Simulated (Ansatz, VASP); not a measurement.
H: VASP beside Ansatz

Contents of POSCAR:

```
H
1.0
   -1.6830767976      1.6830767976      2.0584739900
    1.6830767976     -1.6830767976      2.0584739900
    1.6999921424      1.6999921424     -2.0584739900
H
2
Direct
    0.9098622900      0.9098622900      0.0000000000
    0.0901377100      0.0901377100      0.0000000000
```

File INCAR.step1:

```
SYSTEM = H
  ALGO = Normal
  EDIFF = 1E-4
  ENCUT = 520
  GGA = PE
  ISMEAR = -1
  LASPH = .TRUE.
  LCHARG = .FALSE.
  LREAL = .FALSE.
  LWAVE = .TRUE.
  NBANDS = 8
  NELM = 60
  PREC = Accurate
  SIGMA = 0.01
```

Contents of INCAR.step2:

```
SYSTEM = H
  ALGO = Normal
  EDIFF = 1E-8
  ENCUT = 520
  ISIF = 2
  ISMEAR = -1
  ISTART = 1
  LASPH = .TRUE.
  LCHARG = .FALSE.
  LEFG = .TRUE.
  LMIXTAU = .TRUE.
  LREAL = .FALSE.
  LWAVE = .FALSE.
  METAGGA = R2SCAN
  NBANDS = 8
  NELM = 60
  PREC = Accurate
  SIGMA = 0.01
```

The input KPOINTS:

```
k-points
0
G
  12 12 12
  0 0 0
```

Input for Ansatz:

```yaml
crystal:
  lattice:
    - [-1.6830767976, 1.6830767976, 2.05847399]
    - [1.6830767976, -1.6830767976, 2.05847399]
    - [1.6999921424, 1.6999921424, -2.05847399]
  atoms:
    - { symbol: H, position: [0.90986229, 0.90986229, 0.0] }
    - { symbol: H, position: [0.09013771, 0.09013771, 0.0] }
kpoints:
  mp_grid: { grid: [12, 12, 12] }
scf:
  occupations: { method: fermi_dirac, width: 0.01 }
hamiltonian:
  xc: r2scan
  pseudopotentials: { kind: all_electron, datasets: crystal }
output:
  forces: true
  stress: true
  eigenvalues: true
  efg: { contact_densities: true }
```

Change from the starting cell: xy shear strain of +1 %, crystal datasets.

Alike in both runs: task electric field gradients; functional r2SCAN; k mesh 12 × 12 × 12; occupations fermi-dirac, width 0.01 eV; no spin polarisation.

|  | VASP | Ansatz |
| --- | --- | --- |
| version | VASP 6.6.1 | Ansatz 0.2.0 |
| potentials or method | VASP PAW PBE potentials, release 64 (H), cutoff 520 eV | all-electron PAW with datasets made for the crystal, scalar-relativistic |

|  | VASP | Ansatz | Ansatz less VASP |
| --- | --- | --- | --- |
| gap on the k mesh at the Fermi level (eV) | 9.67 | 9.66 | -0.011 |
| pressure (GPa) | 0.0 | 0.2 | +0.19 |
| rms of the force components (eV/Å) | 0.002 | 0.008 | +0.0064 |
| size of Vzz on the site where it differs most (V/Å²) | 32.8 | 32.0 | -0.73 |

VASP's potentials were made for PBE, not for r2SCAN. Atom by atom the forces differ by 0.006 eV/Å (rms over components). Ansatz ran all-electron here, and VASP with PAW potentials. Ansatz's warnings: printed levels off.
